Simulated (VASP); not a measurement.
Wanted: the native input for a VASP 6.6.1 run.

- Task: single point
- Functional: PBEsol
- Potentials or basis: VASP PAW PBE potentials, release 64 (Sn_d, Se)
- Cutoff: 520 eV
- k mesh: 6 × 6 × 6
- Occupations: fermi-dirac, width 0.05 eV
- Spin: non-collinear spin, zero start, spin-orbit coupling
- Starting moments: [[0.0, 0.0, 0.0], [0.0, 0.0, 0.0]] μB
- Dipole correction: no
- Further INCAR settings: ALGO = Normal; EDIFF = 1e-07; NBANDS = 32

The structure of SnSe lies in POSCAR:

```
SnSe
1.0
    0.0000000000      3.0100000000      3.0100000000
    3.0100000000      0.0000000000      3.0100000000
    3.0100000000      3.0100000000      0.0000000000
Sn Se
1 1
Direct
    0.0000000000      0.0000000000      0.0000000000
    0.5000000000      0.5000000000      0.5000000000
```

The input as run:

INCAR

```
SYSTEM = SnSe
PREC = Accurate
ENCUT = 520
EDIFF = 1E-7
ISMEAR = -1
SIGMA = 0.05
LREAL = .FALSE.
LASPH = .TRUE.
NELM = 150
ALGO = Normal
ISIF = 2
LWAVE = .FALSE.
LCHARG = .TRUE.
MAGMOM = 0 0 0 0 0 0
LORBIT = 11
LSORBIT = .TRUE.
GGA_COMPAT = .FALSE.
LORBMOM = .TRUE.
GGA = PS
LVHAR = .TRUE.
NBANDS = 32
```

KPOINTS

```
Automatic mesh
0
G
  6 6 6
  0 0 0
```

Potentials or basis: VASP PAW PBE potentials, release 64 (Sn_d, Se).

The run is started by

```sh
$ cat potpaw_PBE.64/Sn_d/POTCAR potpaw_PBE.64/Se/POTCAR > POTCAR
$ mpirun -np 1 vasp_ncl > vasp.out
```

It gave:

The pressure is -2.3 GPa, the net moment is 0.00 μB per cell and the valence electrons inside the program's atomic spheres are Sn 12.04; Se 3.78.

Caveat: the PAW data sets were made with another functional, which shifts forces and pressure a little.

It took 30 s on 1 thread of Intel(R) Xeon(R) 6975P-C (Granite Rapids), on a shared host, peak memory 0.31 GiB.
